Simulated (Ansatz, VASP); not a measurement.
**ZrN in VASP and in Ansatz**

INCAR

```
SYSTEM = ZrN
PREC     = Accurate       ! precision mode
ENCUT    = 520            ! plane-wave cutoff, eV
EDIFF    = 1E-8           ! SCF threshold, eV
ISMEAR   = -1             ! smearing method
SIGMA    = 0.03           ! smearing width, eV
LREAL    = .FALSE.        ! projectors in reciprocal space
LASPH    = .TRUE.         ! aspherical terms in the spheres
NELM     = 120            ! most SCF steps
ALGO     = Normal         ! electronic algorithm
ISIF     = 2              ! what is computed and relaxed
LWAVE    = .FALSE.        ! write WAVECAR
LCHARG   = .FALSE.        ! write CHGCAR
GGA      = CA             ! functional
LEFG     = .TRUE.       
NBANDS   = 16             ! bands
GGA_COMPAT= .FALSE.
```

KPOINTS

```
regular mesh
0
G
  9 9 9
  0 0 0
```

POSCAR

```
ZrN
1.0
    0.0000000000      2.2533582426      2.2533582426
    2.2533582426      0.0000000000      2.2533582426
    2.2533582426      2.2533582426      0.0000000000
Zr N
1 1
Direct
    0.0000000000      0.0000000000      0.0000000000
    0.5000000000      0.5000000000      0.5000000000
```

Input for Ansatz:

```yaml
crystal:
  lattice:
    - [0.0, 2.2533582426, 2.2533582426]
    - [2.2533582426, 0.0, 2.2533582426]
    - [2.2533582426, 2.2533582426, 0.0]
  atoms:
    - { symbol: Zr, position: [0.0, 0.0, 0.0] }
    - { symbol: "N", position: [0.5, 0.5, 0.5] }
kpoints:
  mp_grid: { grid: [9, 9, 9] }
scf:
  occupations: { method: fermi_dirac, width: 0.03 }
hamiltonian:
  xc: lda
  pseudopotentials: { kind: paw }
output:
  forces: true
  stress: true
  eigenvalues: true
  efg: { contact_densities: true }
```

Change from the starting cell: volume scaled by 0.96, PAW files.

Alike in both runs: task electric field gradients; functional LDA; k mesh 9 × 9 × 9; occupations fermi-dirac, width 0.03 eV; no spin polarisation.

|  | VASP | Ansatz |
| --- | --- | --- |
| version | VASP 6.6.1 | Ansatz 0.2.0 |
| potentials or method | VASP PAW LDA potentials, release 64 (Zr_sv, N) | PAW with Ansatz's default frozen-core files, scalar-relativistic |
| plane-wave cutoff (eV) | 520 | 420 |
| valence electrons in the cell | 17 | 17 |

Ansatz gave:

- pressure (GPa): 3.4

Task: Which values does VASP return?

Result: Pressure (GPa): 4.3.

LDA's correlation is that of Perdew and Zunger in VASP and of Perdew and Wang (1992) in Ansatz.
